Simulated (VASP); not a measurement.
Set up this calculation in VASP 6.6.1, as the native input.

| Quantity | Value |
| --- | --- |
| Task | single point |
| Functional | PBE |
| Potentials or basis | VASP PAW PBE potentials, release 64 (Sb, Br) |
| Cutoff | 520 eV |
| k mesh | 4 × 4 × 4 |
| Occupations | gaussian, width 0.1 eV |
| Spin | no spin polarisation |
| Dipole correction | no |
| Further INCAR settings | ALGO = Normal; EDIFF = 1e-06; NBANDS = 13 |

The structure of SbBr lies in POSCAR:

```
SbBr
1.0
    4.1703108300      0.0000000000      0.0000000000
    0.0000000000      4.1703108300      0.0000000000
    0.0000000000      0.0000000000      4.1703108300
Sb Br
1 1
Direct
    0.0000000000      0.0000000000      0.0000000000
    0.5000000000      0.5000000000      0.5000000000
```

One way to write it, as run:

INCAR

```
SYSTEM = SbBr
  PREC = Accurate
  ENCUT = 520
  EDIFF = 1E-6
  ISMEAR = 0
  SIGMA = 0.1
  LREAL = .False.
  LASPH = .True.
  NELM = 60
  ALGO = Normal
  ISIF = 2
  LWAVE = .False.
  LCHARG = .False.
  GGA = PE
  NBANDS = 13
```

KPOINTS

```
Automatic mesh
0
Gamma
  4 4 4
  0 0 0
```

Potentials or basis: VASP PAW PBE potentials, release 64 (Sb, Br).

Command:

```console
$ cat potpaw_PBE.64/Sb/POTCAR potpaw_PBE.64/Br/POTCAR > POTCAR
$ mpirun -np 1 vasp_std > vasp.out
```

It gave:

* Pressure: -6.5 GPa
* Band gap on the k mesh: zero (band 6 reaches 4.43 eV, above the bottom of band 7 at 1.45 eV)

Caveat: the k points lie up to 0.38 Å⁻¹ apart; spin-orbit coupling is left out, which moves the levels of the heavy elements.

Wall time 6.2 s on 1 thread of AMD EPYC 9R14 (Zen 4), with other jobs on the host, peak memory 0.14 GiB.
